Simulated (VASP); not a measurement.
Write the native input for VASP 6.6.1 that does the following.

```yaml
Task: relaxation of cell and atoms
Functional: PBE
Potentials_or_basis: VASP PAW PBE potentials, release 64 (Sn_d, W_sv)
Cutoff: 600 eV
k_mesh: 6 × 6 × 4
Occupations: gaussian, width 0.1 eV
Spin: no spin polarisation
Dipole_correction: no
Further_INCAR_settings: ALGO = Normal; EDIFF = 1e-06; IBRION = 2; EDIFFG = -0.04; NSW = 90; ISIF = 3
```

The structure of SnW2 lies in POSCAR:

```
SnW2
1.0
    3.0747808500      0.0000000000      0.0000000000
    0.0000000000      3.0747808500      0.0000000000
    0.0000000000      0.0000000000      5.8746182700
Sn W
1 2
Direct
    0.0000000000      0.0000000000      0.0000000000
    0.5000000000      0.5000000000      0.2700000100
    0.5000000000      0.5000000000      0.7299999900
```

One way to write it, as run:

INCAR

```
  PREC = Accurate
  ENCUT = 600
  EDIFF = 1E-6
  ISMEAR = 0
  SIGMA = 0.1
  LREAL = F
  LASPH = T
  NELM = 100
  ALGO = Normal
  ISIF = 3
  LWAVE = F
  LCHARG = F
  GGA = PE
  IBRION = 2
  NSW = 90
  EDIFFG = -0.04
```

KPOINTS

```
regular mesh
0
Gamma
  6 6 4
```

Potentials or basis: VASP PAW PBE potentials, release 64 (Sn_d, W_sv).

Run with:

```bash
$ cat potpaw_PBE.64/Sn_d/POTCAR potpaw_PBE.64/W_sv/POTCAR > POTCAR
$ mpirun -np 1 vasp_std > vasp.out
```

It gave:

```json
{
  "Relaxed volume": "19.14 Å³/atom",
  "Relaxed cell": "a = 2.799 Å, b = 2.799 Å, c = 7.327 Å, α = 90.00°, β = 90.00°, γ = 90.00°",
  "Space group after relaxing (to 0.05 Å)": "P4/mmm (No. 123)",
  "Energy gained by relaxing": "501.7 meV/atom",
  "Ionic steps": "35",
  "Pressure after relaxing": "-0.1 GPa",
  "Largest force after relaxing": "0.005 eV/Å",
  "Band gap on the k mesh": "zero (band 21 reaches 11.48 eV, above the bottom of band 22 at 9.93 eV)"
}
```

Caveat: spin-orbit coupling is left out, which moves the levels of the heavy elements.

Run time: 11 min on 1 thread of AMD EPYC 9R45 96-Core Processor (Zen 5), on a shared host, peak memory 0.21 GiB.
